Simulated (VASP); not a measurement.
A run of VASP 6.6.1 is set up as follows.

INCAR

```
SYSTEM = Ta2N
ALGO     = Normal         ! electronic algorithm
EDIFF    = 1E-6           ! SCF threshold, eV
ENCUT    = 520            ! plane-wave cutoff, eV
GGA      = PS             ! functional
ISIF     = 2              ! what is computed and relaxed
ISMEAR   = 0              ! smearing method
LASPH    = .TRUE.         ! aspherical terms in the spheres
LCHARG   = .TRUE.         ! write CHGCAR
LELF     = .TRUE.         ! ELF
LREAL    = .FALSE.        ! projectors in reciprocal space
LVHAR    = .TRUE.       
LWAVE    = .FALSE.        ! write WAVECAR
NBANDS   = 20             ! bands
NELM     = 80             ! most SCF steps
PREC     = Accurate       ! precision mode
SIGMA    = 0.15           ! smearing width, eV
```

Contents of KPOINTS:

```
k-points
0
G
  18 18 10
  0 0 0
```

POSCAR

```
Ta2N
1.0
    3.0786153869      0.0000000000      0.0000000000
   -1.5393076935      2.6661591336      0.0000000000
    0.0000000000      0.0000000000      4.8232571780
Ta N
2 1
Direct
    0.5942084391      0.2802902293      0.7669883256
    0.3333333333      0.6666666667      0.2537445519
    0.0000000000      0.0000000000      0.0000000000
```

Potentials or basis: VASP PAW PBE potentials, release 64 (Ta_pv, N).

Run with:

```sh
$ cat potpaw_PBE.64/Ta_pv/POTCAR potpaw_PBE.64/N/POTCAR > POTCAR
$ mpirun -np 1 vasp_std > vasp.out
```

Task: What does it give for the band gap on the k mesh?

Result: Zero (an odd number of electrons rules out a gap without spin polarisation).

Task: Estimate the pressure.

Result: 8.0 GPa.

Task: Estimate the largest force.

Result: 3.620 eV/Å.

Stress tensor (GPa, compression positive):
```
10.98  3.52 -7.90
 3.52  6.95 -5.53
-7.90 -5.53  6.21
```

Caveat: the cell differs from its parent crystal (atom 1 (Ta) moved by (-0.200, +0.100) A along [1 1 0] and z); the cell stands under pressure; the PAW data sets were made with another functional, which shifts forces and pressure a little; spin-orbit coupling is left out, which moves the levels of the heavy elements.
